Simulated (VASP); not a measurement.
# Si (P6/mmm) in VASP: notebook

The runs below take Si through single point, with LDA.

Everything below comes from runs of VASP 6.6.1. Logs are shortened: lines on timing, memory, paths and dates and some standing lists are left out, and cuts for length are marked.

## Step 1: The cell of the first run

It takes space group P6/mmm (No. 191, hexagonal). Conventional cell: a = 2.458 Å, b = 2.458 Å, c = 2.308 Å, α = 90.00°, β = 90.00°, γ = 120.00°. Within 3.1 Å of Si (site symmetry 6/mmm) lie 8 Si at 2.31 to 2.46 Å.

## Step 2: Single point, LDA

Input file INCAR:

```
ALGO     = Normal         # electronic algorithm
EDIFF    = 1E-6           # SCF threshold, eV
ENCUT    = 520            # plane-wave cutoff, eV
ISIF     = 2              # what is computed and relaxed
ISMEAR   = -1             # smearing method
LASPH    = True           # aspherical terms in the spheres
LCHARG   = False          # write CHGCAR
LREAL    = False          # projectors in reciprocal space
LWAVE    = False          # write WAVECAR
NBANDS   = 8              # bands
NELM     = 60             # most SCF steps
PREC     = Accurate       # precision mode
SIGMA    = 0.1            # smearing width, eV
```

Input file KPOINTS:

```
k-points
0
Gamma
  13 13 12
```

Input file POSCAR:

```
Si
1.0
    2.4577319639      0.0000000000      0.0000000000
   -1.2288659819      2.1284583209      0.0000000000
    0.0000000000      0.0000000000      2.3079532846
Si
1
Direct
    0.0000000000      0.0000000000      0.0000000000
```

Potentials or basis: VASP PAW LDA potentials, release 64 (Si).

Started as:

```bash
$ cat potpaw_LDA.64/Si/POTCAR > POTCAR
$ mpirun -np 1 vasp_std > vasp.out
```

OUTCAR:

```text
EDIFF = 1E-6
   ENCUT = 520
   ISIF = 2
   ISMEAR = -1
   LASPH = True
   LREAL = False
   NELM = 60
   PREC = Accurate

 ion  position               nearest neighbor table
   1  0.000  0.000  0.000-

  LATTYP: Found a hexagonal cell.
 ALAT       =     2.4577319639
 C/A-ratio  =     0.9390581717

  Lattice vectors:

 A1 = (   2.4577319639,   0.0000000000,   0.0000000000)
 A2 = (  -1.2288659819,   2.1284583209,   0.0000000000)
 A3 = (   0.0000000000,   0.0000000000,   2.3079532846)

Analysis of symmetry for initial positions (statically):
=====================================================================
 Subroutine PRICEL returns:
 Original cell was already a primitive cell.

 Routine SETGRP: Setting up the symmetry group for a
 hexagonal supercell.

 Subroutine GETGRP returns: Found 24 space group operations
 (whereof 24 operations were pure point group operations)
 out of a pool of 24 trial point group operations.

The static configuration has the point symmetry D_6h.

Analysis of symmetry for dynamics (positions and initial velocities):
=====================================================================
 Subroutine PRICEL returns:
 Original cell was already a primitive cell.

 Routine SETGRP: Setting up the symmetry group for a
 hexagonal supercell.

 Subroutine GETGRP returns: Found 24 space group operations
 (whereof 24 operations were pure point group operations)
 out of a pool of 24 trial point group operations.

The dynamic configuration has the point symmetry D_6h.

 Subroutine INISYM returns: Found 24 space group operations
 (whereof 24 operations are pure point group operations),
 and found     1 'primitive' translations

----------------------------------------------------------------------------------------

                                     Primitive cell

  volume of cell :      12.0733

  direct lattice vectors                    reciprocal lattice vectors
     2.457731964  0.000000000  0.000000000     0.406879194  0.234911812  0.000000000
    -1.228865982  2.128458321  0.000000000     0.000000000  0.469823623  0.000000000
     0.000000000  0.000000000  2.307953285     0.000000000  0.000000000  0.433284333

  length of vectors
     2.457731964  2.457731968  2.307953285     0.469823624  0.469823623  0.433284333

  position of ions in fractional coordinates (direct lattice)
     0.000000000  0.000000000  0.000000000

  ion indices of the primitive-cell ions
   primitive index   ion index
                 1           1

----------------------------------------------------------------------------------------

 KPOINTS: k-points

Automatic generation of k-mesh.
 Grid dimensions read from file:
 generate k-points for:   13   13   12

 Generating k-lattice:

  Cartesian coordinates                     Fractional coordinates (reciprocal lattice)
     0.031298400  0.018070139  0.000000000     0.076923077  0.000000000  0.000000000
     0.000000000  0.036140279  0.000000000     0.000000000  0.076923077  0.000000000
     0.000000000  0.000000000  0.036107028     0.000000000  0.000000000  0.083333333

  Length of vectors
     0.036140279  0.036140279  0.036107028

  Shift w.r.t. Gamma in fractional coordinates (k-lattice)
     0.000000000  0.000000000  0.000000000

 Subroutine IBZKPT returns following result:
 ===========================================

 Found    147 irreducible k-points:

 Following reciprocal coordinates:
            Coordinates               Weight
  0.000000  0.000000  0.000000      1.000000
  0.076923 -0.000000  0.000000      6.000000
  0.153846  0.000000  0.000000      6.000000
  0.230769  0.000000  0.000000      6.000000
  0.307692  0.000000  0.000000      6.000000
  0.384615 -0.000000  0.000000      6.000000
[... 16 lines left out ...]
  0.076923 -0.000000  0.083333     12.000000
  0.153846  0.000000  0.083333     12.000000
 [... further k-points ...]
   k-points           NKPTS =    147   k-points in BZ     NKDIM =    147   number of bands    NBANDS=      8
   number of dos      NEDOS =    301   number of ions     NIONS =      1
   total plane-waves  NPLWV =   5832
   dimension x,y,z NGX =    18 NGY =   18 NGZ =   18
   dimension x,y,z NGXF=    36 NGYF=   36 NGZF=   36
   ions per type =               1
   NGX,Y,Z   is equivalent  to a cutoff of  12.18, 12.18, 12.97 a.u.
   NGXF,Y,Z  is equivalent  to a cutoff of  24.35, 24.35, 25.93 a.u.
 SYSTEM =  unknown system
   PREC   = accura    normal or accurate (medium, high low for compatibility)
   ISTART =      0    job   : 0-new  1-cont  2-samecut
   ICHARG =      2    charge: 1-file 2-atom 10-const
   ISPIN  =      1    spin polarized calculation?
   LNONCOLLINEAR =      F non collinear calculations
   LSORBIT =      F    spin-orbit coupling
   LASPH  =      T    aspherical Exc in radial PAW
   ENCUT  =  520.0 eV  38.22 Ry    6.18 a.u.   4.57  4.57  4.29*2*pi/ulx,y,z
   NELM   =     60;   NELMIN=  2; NELMDL= -5     # of ELM steps
   EDIFF  = 0.1E-05   stopping-criterion for ELM
   LREAL  =      F    real-space projection
   EDIFFG = 0.1E-04   stopping-criterion for IOM
   NSW    =      0    number of steps for IOM
   IBRION =     -1    ionic relax: 0-MD 1-quasi-New 2-CG
   NFREE  =      0    steps in history (QN), initial steepest desc. (CG)
   ISIF   =      2    stress and relaxation
   ISYM   =      2    0-nonsym 1-usesym 2-fastsym
   POTIM  = 0.5000    time-step for ionic-motion
   TEBEG  =    0.0;   TEEND  =   0.0 temperature during run
   PSTRESS=    0.0 pullay stress
   NELECT =       4.0000    total number of electrons
   NUPDOWN=      -1.0000    fix difference up-down
   EMIN   =  10.00;   EMAX   =-10.00  energy-range for DOS
   EFERMI =   0.00;   METHOD = LEGACY
   ISMEAR =    -1;   SIGMA  =   0.10  broadening in eV -4-tet -1-fermi 0-gaus
   EFERMI_NEDOS =   21; number of points for ismear=-14 and -15
   IALGO  =     38    algorithm
   IMIX   =      4    mixing-type and parameters
     AMIX     =   0.40;   BMIX     =  1.00
     AMIX_MAG =   1.60;   BMIX_MAG =  1.00
  volume/ion in A,a.u.               =      12.07        81.47
  Fermi-wavevector in a.u.,A,eV,Ry     =   1.132798  2.140678 17.459432  1.283232
  Thomas-Fermi vector in A             =   2.269500
   LORBIT       =      0    0 simple, 1 ext, 2 COOP (PROOUT), +10 PAW based schemes
   GGA     = CA    functional components
   LHFCALC =     F    Hartree Fock is set to
   AEXX    =    0.0000 exact exchange contribution
   IVDW    =     0    specifies the selected vdW correction
   LEPSILON=     F    determine dielectric tensor
   LRPA    =     F    only Hartree local field effects (RPA)
 non-spin polarized calculation
  energy-cutoff  :      520.00
  volume of cell :       12.07
 maximum number of plane-waves:       336
   NGX =  9   NGY =  9   NGZ =  9

 number of electron       4.0000001 magnetization

 Free energy of the ion-electron system (eV)
  ---------------------------------------------------
  ext. energy  EPLUGINS =         0.00000000
  ---------------------------------------------------
  free energy    TOTEN  =        -5.52321320 eV

  energy without entropy =       -5.51038553  energy(sigma->0) =       -5.51679936

 E-fermi :  12.4168     XC(G=0): -11.9490

 val. band max:       12.4023968110   @ k =   0.3077   0.2308   0.3333
 cond. band min:      12.4672728642   @ k =   0.2308   0.0769   0.2500
 fundamental gap:      0.0648760532
 Fermi energy:        12.4168211002

 k-point     1 :       0.0000    0.0000    0.0000
  band No.  band energies     occupation
      1      -3.5289      2.00000
      2      20.0743      0.00000
      3      21.8845      0.00000
      4      24.8614      0.00000
      5      24.8614      0.00000
      6      25.4198      0.00000
      7      25.4198      0.00000
      8      31.4123      0.00000

 k-point     2 :       0.0769   -0.0000    0.0000
  band No.  band energies     occupation
      1      -3.3400      2.00000
      2      19.6011      0.00000
      3      22.0393      0.00000
      4      22.6996      0.00000
      5      23.2197      0.00000
      6      26.1985      0.00000
      7      27.3808      0.00000
      8      33.3298      0.00000

 k-point     3 :       0.1538    0.0000    0.0000
  band No.  band energies     occupation
      1      -2.7746      2.00000
      2      17.4472      0.00000
      3      21.1023      0.00000
      4      21.6478      0.00000
      5      22.5035      0.00000
      6      26.4769      0.00000
      7      29.9047      0.00000
      8      36.3808      0.00000

 k-point     4 :       0.2308    0.0000    0.0000
  band No.  band energies     occupation
      1      -1.8364      2.00000
      2      14.2750      0.00000
      3      20.3732      0.00000
      4      20.3893      0.00000
      5      23.2771      0.00000
      6      27.0215      0.00000
      7      32.7259      0.00000
      8      36.6630      0.00000

 k-point     5 :       0.3077    0.0000    0.0000
  band No.  band energies     occupation
      1      -0.5317      2.00000
      2      11.1009      2.00000
      3      19.4471      0.00000
      4      19.7948      0.00000
      5      24.3582      0.00000
      6      28.0577      0.00000
      7      34.1283      0.00000
      8      35.7822      0.00000
[... 177 lines left out ...]
 k-point    22 :       0.0000    0.0000    0.0833
  band No.  band energies     occupation
      1      -3.3422      2.00000
      2      17.4303      0.00000
      3      24.4538      0.00000
      4      24.9997      0.00000
      5      24.9997      0.00000
      6      25.5708      0.00000
      7      25.5708      0.00000
      8      31.5950      0.00000

 k-point    23 :       0.0769   -0.0000    0.0833
  band No.  band energies     occupation
      1      -3.1535      2.00000
      2      17.4367      0.00000
      3      22.1873      0.00000
      4      23.3677      0.00000
      5      24.4238      0.00000
      6      26.7635      0.00000
      7      27.5200      0.00000
      8      33.5058      0.00000

 k-point    24 :       0.1538    0.0000    0.0833
  band No.  band energies     occupation
      1      -2.5886      2.00000
      2      16.8970      0.00000
      3      19.5436      0.00000
      4      21.7990      0.00000
      5      23.6832      0.00000
      6      27.7727      0.00000
      7      30.0331      0.00000
      8      36.1637      0.00000

 [... further k-points ...]

------------------------ aborting loop because EDIFF is reached ----------------------------------------

  FORCE on cell =-STRESS in cart. coord.  units (eV):
  Direction    XX          YY          ZZ          XY          YZ          ZX
  --------------------------------------------------------------------------------------
  -------------------------------------------------------------------------------------
  Total        2.2530147      2.2530147      3.0080982      0.0000000     -0.0000000      0.0000000
  in kB      298.9839820    298.9839832    399.1865573      0.0000000     -0.0000000      0.0000000
  external PRESSURE =     332.3848408 kB  Pullay stress =       0.0000000 kB

 VOLUME and BASIS-vectors are now :
 -----------------------------------------------------------------------------
  energy-cutoff  :      520.00
  volume of cell :       12.07
      direct lattice vectors                 reciprocal lattice vectors
     2.457731964  0.000000000  0.000000000     0.406879194  0.234911812  0.000000000
    -1.228865982  2.128458321  0.000000000     0.000000000  0.469823623  0.000000000
     0.000000000  0.000000000  2.307953285     0.000000000  0.000000000  0.433284333

 POSITION                                       TOTAL-FORCE (eV/Angst)
 -----------------------------------------------------------------------------------
      0.00000      0.00000      0.00000        -0.000000      0.000000      0.000000
 -----------------------------------------------------------------------------------
    total drift:                                0.000000      0.000000      0.000000

  FREE ENERGIE OF THE ION-ELECTRON SYSTEM (eV)
  ---------------------------------------------------
  free  energy   TOTEN  =        -5.5232132000 eV

  energy  without entropy=       -5.5103855288  energy(sigma->0) =       -5.51679936
```

Run time: 4 s. Hardware: 1 thread of Intel Xeon 6975P-C (Granite Rapids), shared host; peak memory 0.11 GiB.

Results:

| Quantity | Value |
| --- | --- |
| Free energy | -5.5232 eV |
| Pressure | 33.2 GPa |
| Band gap on the k mesh | zero (band 2 reaches 20.07 eV, above the bottom of band 3 at 7.65 eV) |

## Step 3: Single point, LDA

This run uses another cell than the first one, of 12.60 Å³/atom, 1.043 times its volume.

Input file INCAR:

```
SYSTEM = Si
ALGO     = Normal         ! electronic algorithm
EDIFF    = 1E-7           ! SCF threshold, eV
ENCUT    = 520            ! plane-wave cutoff, eV
ISIF     = 2              ! what is computed and relaxed
ISMEAR   = -1             ! smearing method
LASPH    = .TRUE.         ! aspherical terms in the spheres
LCHARG   = .FALSE.        ! write CHGCAR
LREAL    = .FALSE.        ! projectors in reciprocal space
LWAVE    = .FALSE.        ! write WAVECAR
NBANDS   = 8              ! bands
NELM     = 80             ! most SCF steps
PREC     = Accurate       ! precision mode
SIGMA    = 0.1            ! smearing width, eV
```

Input file KPOINTS:

```
k-points
0
G
  13 13 12
  0 0 0
```

Input file POSCAR:

```
Si
1.0
    2.4928471647      0.0000000000      0.0000000000
   -1.2464235824      2.1588689770      0.0000000000
    0.0000000000      0.0000000000      2.3409285010
Si
1
Direct
    0.0000000000      0.0000000000      0.0000000000
```

Potentials or basis: VASP PAW LDA potentials, release 64 (Si).

Started as:

```bash
$ cat potpaw_LDA.64/Si/POTCAR > POTCAR
$ mpirun -np 1 vasp_std > vasp.out
```

Run time: 4.9 s. Hardware: 1 thread of Intel Xeon 6975P-C (Granite Rapids), shared host; peak memory 0.11 GiB.

Results (log left out):

| Item | Value |
| --- | --- |
| Free energy | -5.6156 eV |
| Pressure | 23.4 GPa |
| Band gap on the k mesh | zero (band 2 reaches 19.42 eV, above the bottom of band 3 at 7.23 eV) |

Stress tensor (GPa, compression positive):
```
20.78  0.00  0.00
 0.00 20.78  0.00
 0.00  0.00 28.68
```

Levels at points of the mesh, in eV from the Fermi level:
```
           k point  band 1  band 2  band 3  band 4  band 5
(0.00, 0.00, 0.00)  -15.53    7.63    9.12   11.90   11.90
(0.00, 0.00, 0.50)   -9.83   -8.28   15.92   15.92   16.33
```

## Step 4: Single point, LDA

This run uses another cell than the first one, of 13.12 Å³/atom, 1.087 times its volume.

Input file INCAR:

```
SYSTEM = Si
PREC = Accurate
ENCUT = 520
EDIFF = 1E-7
ISMEAR = -1
SIGMA = 0.1
LREAL = .FALSE.
LASPH = .TRUE.
NELM = 60
ALGO = Normal
ISIF = 2
LWAVE = .FALSE.
LCHARG = .FALSE.
NBANDS = 8
```

Input file KPOINTS:

```
Automatic mesh
0
G
  13 13 12
  0 0 0
```

Input file POSCAR:

```
Si
1.0
    2.5270000000      0.0000000000      0.0000000000
   -1.2635000000      2.1884462000      0.0000000000
    0.0000000000      0.0000000000      2.3730000000
Si
1
Direct
    0.0000000000      0.0000000000      0.0000000000
```

Started as:

```bash
$ cat potpaw_LDA.64/Si/POTCAR > POTCAR
$ mpirun -np 1 vasp_std > vasp.out
```

It took 4.9 s on 1 thread of Intel Xeon 6975P-C (Granite Rapids), shared host; peak memory 0.11 GiB.

It converged, with:

```yaml
Free_energy: -5.6788 eV
Pressure: 15.4 GPa
Band_gap_on_the_k_mesh: zero (band 2 reaches 18.80 eV, above the bottom of band 3 at 6.84 eV)
```

Stress tensor (GPa, compression positive):
```
13.34  0.00  0.00
 0.00 13.34  0.00
 0.00  0.00 19.55
```

Levels at points of the mesh, in eV from the Fermi level:
```tsv
k point	band 1	band 2	band 3	band 4	band 5	band 6	band 7
(0.00, 0.00, 0.00)	-15.14	7.60	8.80	11.41	11.41	12.65	12.65
(0.00, 0.00, 0.50)	-9.66	-7.98	15.58	15.58	15.64	15.64	17.23
```

## Step 5: Summary

```csv
cell,gap on the mesh (eV),pressure (GPa)
"a = 2.458, b = 2.458, c = 2.308 Å, angles 90.0, 90.0, 120.0°, 1 atom",none,33.2
"a = 2.493, b = 2.493, c = 2.341 Å, angles 90.0, 90.0, 120.0°, 1 atom",none,23.4
"a = 2.527, b = 2.527, c = 2.373 Å, angles 90.0, 90.0, 120.0°, 1 atom",none,15.4
```

Alike in all rows: task single point; level LDA; potentials or basis VASP PAW LDA potentials, release 64 (Si); no spin polarisation; k mesh 13 × 13 × 12; cutoff (eV) 520; smearing fermi-dirac 0.1 eV.

Total energies depend on the potentials used, so only differences within one code and one set of settings carry meaning.
